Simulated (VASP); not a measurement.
# Rh: single point with r2SCAN+D4

Rh:

```xyz
4
Lattice="2.6826 0.0000 0.0000 -1.3413 2.3232 0.0000 0.0000 0.0000 8.7312" Properties=species:S:1:pos:R:3 pbc="T T T"
Rh    0.0000    0.0000    0.0000
Rh    0.0000    1.5488    2.1828
Rh    0.0000    0.0000    4.3656
Rh    1.3413    0.7744    6.5484
```

This isn't the form of Rh at room conditions, which is fcc.

* Program: VASP 6.6.1
* Task: single point
* Functional: r2SCAN
* Dispersion: D4
* Potentials or basis: VASP PAW PBE potentials, release 64 (Rh_pv)
* Cutoff: 520 eV
* k mesh: 9 × 9 × 3
* Occupations: methfessel-paxton, width 0.1 eV
* Spin: no spin polarisation
* Dipole correction: no
* Further INCAR settings: ALGO = Normal; EDIFF = 1e-06; NBANDS = 38

* Pressure: 1.3 GPa
* Band gap on the k mesh: zero (bands 30 and 31 overlap by 1.71 eV)
* Dispersion energy per atom: -0.284 eV

Stress tensor (GPa, compression positive):
```
1.23 0.00 0.00
0.00 1.23 0.00
0.00 0.00 1.34
```

Levels at points of the mesh, in eV from the Fermi level:
| k point | band 26 | band 27 | band 28 | band 29 | band 30 | band 31 | band 32 | band 33 | band 34 | band 35 |
| --- | --- | --- | --- | --- | --- | --- | --- | --- | --- | --- |
| (0.00, 0.00, 0.00) | -2.75 | -2.75 | -1.56 | -1.56 | -0.92 | -0.92 | -0.37 | -0.37 | 0.46 | 0.46 |

Run time: 12 min on 1 thread of Intel Xeon 8259CL, with other jobs on the host, peak memory 0.19 GiB.

Caveat: the PAW data sets were made with another functional, which shifts forces and pressure a little.
